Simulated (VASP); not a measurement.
Write the native input for VASP 6.6.1 that does the following.

```
Task                   : single point
Functional             : PBE
Potentials or basis    : VASP PAW PBE potentials, release 64 (Ga_d, N)
Cutoff                 : 520 eV
k mesh                 : 6 × 6 × 6
Occupations            : gaussian, width 0.01 eV
Spin                   : no spin polarisation
Dipole correction      : no
Further INCAR settings : ALGO = Normal; EDIFF = 1e-07; NBANDS = 16
```

The structure of GaN lies in POSCAR:

```
GaN
1.0
    0.0000000000      2.1085153689      2.1085153689
    2.0245964573      0.0000000000      2.1085153689
    2.0245964573      2.1085153689      0.0000000000
Ga N
1 1
Direct
    0.5000000000      0.5000000000      0.5000000000
    0.0000000000      0.0000000000      0.0000000000
```

This cell differs from its parent crystal: uniaxial x strain -4.0%.

One way to write it, as run:

INCAR

```
SYSTEM = GaN
  PREC = Accurate
  ENCUT = 520
  EDIFF = 1E-7
  ISMEAR = 0
  SIGMA = 0.01
  LREAL = .False.
  LASPH = .True.
  NELM = 100
  ALGO = Normal
  ISIF = 2
  LWAVE = .False.
  LCHARG = .False.
  GGA = PE
  NBANDS = 16
```

KPOINTS

```
regular mesh
0
Gamma
  6 6 6
  0 0 0
```

Potentials or basis: VASP PAW PBE potentials, release 64 (Ga_d, N).

Command:

```sh
$ cat potpaw_PBE.64/Ga_d/POTCAR potpaw_PBE.64/N/POTCAR > POTCAR
$ mpirun -np 1 vasp_std > vasp.out
```

Results of the run:

| Quantity | Value |
| --- | --- |
| Pressure | 20.7 GPa |
| Band gap on the k mesh | 0.61 eV, indirect (least direct gap 3.25 eV) |

Caveat: the k points lie up to 0.44 Å⁻¹ apart; the cell differs from its parent crystal (uniaxial x strain -4.0%).

It took 6.9 s on 1 thread of AMD EPYC 9R45 96-Core Processor (Zen 5), on a shared host, peak memory 0.11 GiB.
